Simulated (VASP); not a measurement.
InH:

```
In H
1.0
     0.00000    2.67298    2.67298
     2.67298    0.00000    2.67298
     2.67298    2.67298    0.00000
In H
1 1
Direct
  0.00000 0.00000 0.00000
  0.25000 0.25000 0.25000
```

The cell was built from a structure type or drawn by symmetry, and may not be a known phase.

| Property | Result |
| --- | --- |
| Program | VASP 6.6.1 |
| Task | relaxation of cell and atoms |
| Functional | PBE |
| Potentials or basis | VASP PAW PBE potentials, release 64 (In_d, H) |
| Cutoff | 600 eV |
| k mesh | 18 × 18 × 18 |
| Occupations | gaussian, width 0.1 eV |
| Spin | no spin polarisation |

At the start: pressure -1.7 GPa; volume 19.10 Å³/atom.

Problem. Where does the relaxation end?

Solution. Over 4 steps the energy falls by 7.7 meV/atom and the volume is 17.74 Å³/atom (-7.1 %); space group F-43m (No. 216, to 0.1 Å) before and after.

The path:
```
step  energy change (eV)  largest force (eV/Å)  pressure (GPa)  volume (Å³)
   1              0.0000                0.0000           -1.70        38.20
   2             -0.0097                0.0000           -1.10        37.09
   3             -0.0154                0.0000           -0.15        35.69
   4             -0.0155                0.0000            0.01        35.49
```

Final structure:
```cif
data_structure
_symmetry_space_group_name_H-M 'P 1'
_symmetry_Int_Tables_number 1
_cell_length_a 3.6886
_cell_length_b 3.6886
_cell_length_c 3.6886
_cell_angle_alpha 60.000
_cell_angle_beta 60.000
_cell_angle_gamma 60.000
_cell_volume 35.49
loop_
_atom_site_label
_atom_site_type_symbol
_atom_site_fract_x
_atom_site_fract_y
_atom_site_fract_z
_atom_site_occupancy
In1 In 0.00000 0.00000 0.00000 1
H1 H 0.25000 0.25000 0.25000 1
```
